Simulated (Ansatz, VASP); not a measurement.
## One calculation of Se, two programs

```
CELL_PARAMETERS angstrom
-1.70437 1.70437 1.70437
1.70437 -1.70437 1.70437
1.70437 1.70437 -1.70437
ATOMIC_POSITIONS crystal
Se 0.00000 0.00000 0.00000
```

Alike in both runs: task single point; functional PBEsol; k mesh 18 × 18 × 18; occupations gaussian, width 0.1 eV; no spin polarisation.

|  | VASP | Ansatz |
| --- | --- | --- |
| version | VASP 6.6.1 | Ansatz 0.2.0 |
| potentials or method | VASP PAW PBE potentials, release 64 (Se), cutoff 520 eV | scalar-relativistic, plane waves, PAW |
| valence electrons in the cell | 6 | 16 |

VASP gave:

* gap on the k mesh at the Fermi level (eV): none
* pressure (GPa): -2.3

Task: Which values does Ansatz return?

Result: gap on the k mesh at the Fermi level (eV): none; pressure (GPa): -2.4.

VASP's potentials were made for PBE, not for PBEsol. A gap of «none» marks a metal or a gap that the smearing closes. VASP's potentials hold 6 valence electrons a cell and Ansatz's 16, so a difference there can come from the potentials and not from the codes.
